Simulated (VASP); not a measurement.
Input of a VASP 6.6.1 run:

The input INCAR:

```
ALGO = Normal
EDIFF = 1E-6
ENCUT = 520
ISIF = 2
ISMEAR = 0
LASPH = True
LCHARG = False
LREAL = False
LWAVE = False
NBANDS = 16
NELM = 80
PREC = Accurate
SIGMA = 0.05
```

KPOINTS

```
k-points
0
Gamma
  12 12 12
```

POSCAR

```
InP
1.0
    0.0000000000      2.6383795266      2.9788636408
    2.9788636408      0.0000000000      2.9788636408
    2.9788636408      2.6383795266      0.0000000000
In P
1 1
Direct
    0.0000000000      0.0000000000      0.0000000000
    0.7500000000      0.7500000000      0.7500000000
```

Potentials or basis: VASP PAW LDA potentials, release 64 (In_d, P).

The run is started by

```bash
$ cat potpaw_LDA.64/In_d/POTCAR potpaw_LDA.64/P/POTCAR > POTCAR
$ mpirun -np 1 vasp_std > vasp.out
```

(1) Predict the pressure.

(2) What does it give for the band gap on the k mesh?

## Answers

(1) 3.9 GPa.

(2) 0.53 eV, direct.

Caveat: spin-orbit coupling is left out, which moves the levels of the heavy elements.
